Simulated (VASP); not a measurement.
Runs of VASP 6.6.1 on Ge. The structure is that of space group P6_3/mmc (No. 194), or close to it. The cells are those of the table. This isn't the form of Ge at room conditions, which is diamond.

```tsv
task	level	cell	cutoff (eV)	smearing	gap on the mesh (eV)	pressure (GPa)
electric field gradients	PBE	a = 2.946, b = 2.946, c = 5.002 Å, angles 90.0, 90.0, 120.0°, 2 atoms	520	fermi-dirac 0.05 eV	none	2.1
electric field gradients	PBE	a = 3.034, b = 3.034, c = 5.153 Å, angles 90.0, 90.0, 120.0°, 2 atoms	520	fermi-dirac 0.05 eV	none	-3.4
electric field gradients	PBE	a = 3.005, b = 3.005, c = 5.104 Å, angles 90.0, 90.0, 120.0°, 2 atoms	520	fermi-dirac 0.05 eV	none	-1.8
single point	PBE	a = 2.946, b = 2.946, c = 5.002 Å, angles 90.0, 90.0, 120.0°, 2 atoms	520	fermi-dirac 0.05 eV	none	2.1
single point	PBE	a = 2.916, b = 2.916, c = 4.951 Å, angles 90.0, 90.0, 120.0°, 2 atoms	520	fermi-dirac 0.05 eV	none	(a)
relaxation of cell and atoms	PBE	relaxed from a = 2.520, b = 2.520, c = 4.083 Å, angles 90.0, 90.0, 120.0°, 2 atoms	600	fermi-dirac 0.05 eV	none	0.0
electric field gradients	PBE	a = 2.976, b = 2.976, c = 5.053 Å, angles 90.0, 90.0, 120.0°, 2 atoms	520	tetrahedron	none	0.6
single point	PBE	a = 3.034, b = 3.034, c = 5.153 Å, angles 90.0, 90.0, 120.0°, 2 atoms	520	fermi-dirac 0.05 eV	none	-3.4
single point	revPBE	a = 2.994, b = 2.994, c = 5.081 Å, angles 90.0, 90.0, 120.0°, 2 atoms	520	fermi-dirac 0.05 eV	none	0.0
single point	PBE	a = 2.976, b = 2.976, c = 5.053 Å, angles 90.0, 90.0, 120.0°, 2 atoms	520	fermi-dirac 0.05 eV	none	0.0
single point	PBE	a = 3.005, b = 3.005, c = 5.104 Å, angles 90.0, 90.0, 120.0°, 2 atoms	520	fermi-dirac 0.05 eV	none	-1.8
```

Alike in all rows: potentials or basis VASP PAW PBE potentials, release 64 (Ge_d); no spin polarisation; k mesh 15 × 15 × 8.

Q: Fill in the values left out.

A: (a) 4.6.

Caveats: the cell stands under tension (at least some runs); the cell stands under pressure (at least some runs); the PAW data sets were made with another functional, which shifts forces and pressure a little (at least some runs).

A k mesh can miss the band edges, and the runs leave out spin-orbit coupling on Ge.

A gap of «none» marks levels without a gap at the run's occupations.
